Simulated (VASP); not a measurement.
W, 1 atom in the cell. Symmetry: Im-3m, No. 229, cubic system. Conventional cell: a = 3.184 Å, b = 3.184 Å, c = 3.184 Å, α = 90.00°, β = 90.00°, γ = 90.00°. W (site symmetry m-3m) has 14 W at 2.76 to 3.18 Å within 3.6 Å. 

| Item | Value |
| --- | --- |
| Program | VASP 6.6.1 |
| Task | single point |
| Functional | PBE |
| Potentials or basis | VASP PAW PBE potentials, release 64 (W_sv) |
| Cutoff | 520 eV |
| k mesh | 32 × 32 × 32 |
| Occupations | gaussian, width 0.1 eV |
| Spin | no spin polarisation |
| Dipole correction | no |
| Further INCAR settings | ALGO = Fast; EDIFF = 1e-06; NBANDS = 13 |

Potentials or basis: VASP PAW PBE potentials, release 64 (W_sv).

The run is started by

```bash
$ cat potpaw_PBE.64/W_sv/POTCAR > POTCAR
$ mpirun -np 1 vasp_std > vasp.out
```

Hardware: 1 thread of Intel(R) Xeon(R) 6975P-C (Granite Rapids), with other jobs on the host.

**Question.** Estimate the wall time of this run.

**Answer.** Run time: 54 s on 1 thread of Intel(R) Xeon(R) 6975P-C (Granite Rapids), with other jobs on the host, peak memory 0.29 GiB. Counts: scf iterations 12, k points 897.
